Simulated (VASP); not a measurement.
Write the native input for VASP 6.6.1 that does the following.

| Property | Result |
| --- | --- |
| Task | single point |
| Functional | LDA |
| Potentials or basis | VASP PAW LDA potentials, release 64 (Pt, Fe) |
| Cutoff | 520 eV |
| k mesh | 10 × 10 × 7 |
| Occupations | fermi-dirac, width 0.05 eV |
| Spin | collinear spin, ferromagnetic start |
| Starting moments | [0.0, 3.0] μB |
| Dipole correction | no |
| Further INCAR settings | ALGO = Fast; EDIFF = 1e-06; NBANDS = 20 |

The structure of FePt (Tetraferroplatinum) lies in POSCAR:

```
FePt
1.0
    2.7593396363      0.0000000000      0.0000000000
    0.0000000000      2.7593396363      0.0000000000
    0.0000000000      0.0000000000      3.7689529822
Pt Fe
1 1
Direct
    0.5000000000      0.5000000000      0.5000000000
    0.0000000000      0.0000000000      0.0000000000
```

This cell differs from its parent crystal: volume scaled by 1.04.

The input as run:

INCAR

```
ALGO = Fast
EDIFF = 1E-6
ENCUT = 520
GGA = CA
ISIF = 2
ISMEAR = -1
ISPIN = 2
LASPH = True
LCHARG = False
LMAXMIX = 4
LORBIT = 11
LREAL = False
LWAVE = False
MAGMOM = 0 3
NBANDS = 20
NELM = 150
PREC = Accurate
SIGMA = 0.05
```

KPOINTS

```
k-points
0
Gamma
  10 10 7
```

Potentials or basis: VASP PAW LDA potentials, release 64 (Pt, Fe).

Command:

```sh
$ cat potpaw_LDA.64/Pt/POTCAR potpaw_LDA.64/Fe/POTCAR > POTCAR
$ mpirun -np 1 vasp_std > vasp.out
```

It gave:

```
Pressure                                              : -19.6 GPa
Net moment                                            : 3.24 μB per cell
Site moments                                          : Pt +0.34; Fe +2.85 μB
Valence electrons inside the program's atomic spheres : Pt 9.33; Fe 6.94
```

Wall time 2.4 min on 1 thread of Oxide Virtual Turin-like Processor, with other jobs on the host, peak memory 0.16 GiB.
